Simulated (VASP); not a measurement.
AlN: single point with HSE06

AlN:

```
Al N
1.0
     0.00000    2.01887    2.01887
     2.00877    0.00000    2.01887
     2.00877    2.01887    0.00000
Al N
1 1
Direct
  0.00000 0.00000 0.00000
  0.50000 0.50000 0.50000
```

This cell differs from its parent crystal: uniaxial x strain -0.5%.

```yaml
Program: VASP 6.6.1
Task: single point
Functional: HSE06
Potentials_or_basis: VASP PAW PBE potentials, release 64 (Al, N)
Cutoff: 520 eV
k_mesh: 8 × 8 × 8
Occupations: gaussian, width 0.01 eV
Spin: no spin polarisation
```

```json
{
 "Pressure": "0.0 GPa",
 "Band gap on the k mesh": "6.02 eV (least direct gap 7.33 eV)"
}
```

Stress tensor (GPa, compression positive):
```
 0.95  0.00  0.00
 0.00 -0.53  0.00
 0.00  0.00 -0.53
```

Levels at points of the mesh, in eV from the valence-band top:
| k point | band 2 | band 3 | band 4 | band 5 | band 6 | band 7 |
| --- | --- | --- | --- | --- | --- | --- |
| (0.00, 0.00, 0.00) | -0.04 | 0.00 | 0.00 | 7.33 | 13.80 | 13.80 |
| (0.50, 0.00, 0.00) | -9.08 | -1.20 | -1.18 | 7.58 | 12.60 | 12.72 |
| (0.50, 0.50, 0.00) | -8.11 | -3.12 | -3.04 | 6.07 | 6.61 | 16.32 |
| (0.00, 0.50, 0.50) | -8.08 | -3.12 | -3.12 | 6.02 | 6.55 | 16.39 |

It took 40 min on 1 thread of AMD EPYC 7R13 Processor (Zen 3), with other jobs on the host, peak memory 0.22 GiB.

Caveat: the cell differs from its parent crystal (uniaxial x strain -0.5%); the PAW data sets were made with another functional, which shifts forces and pressure a little. A k mesh can miss the band edges.
